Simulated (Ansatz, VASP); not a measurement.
Rh in VASP and in Ansatz

```
Rh
1.0
     0.00000    2.73366    2.73366
     2.73366    0.00000    2.73366
     2.73366    2.73366    0.00000
Rh
2
Direct
  0.00000 0.00000 0.00000
  0.25000 0.25000 0.25000
```

Change from the starting cell: volume scaled by 0.975, PAW files.

Alike in both runs: task electric field gradients; functional PBE; k mesh 11 × 11 × 11; occupations fermi-dirac, width 0.08 eV; no spin polarisation.

|  | VASP | Ansatz |
| --- | --- | --- |
| version | VASP 6.6.1 | Ansatz 0.2.0 |
| potentials or method | VASP PAW PBE potentials, release 64 (Rh_pv) | PAW with Ansatz's default frozen-core files, scalar-relativistic |
| plane-wave cutoff (eV) | 520 | 420 |
| valence electrons in the cell | 30 | 34 |

```csv
,VASP,Ansatz,Ansatz less VASP
pressure (GPa),3.7,3.5,-0.16
```

VASP's potentials hold 30 valence electrons a cell and Ansatz's 34, so a difference there can come from the potentials and not from the codes.
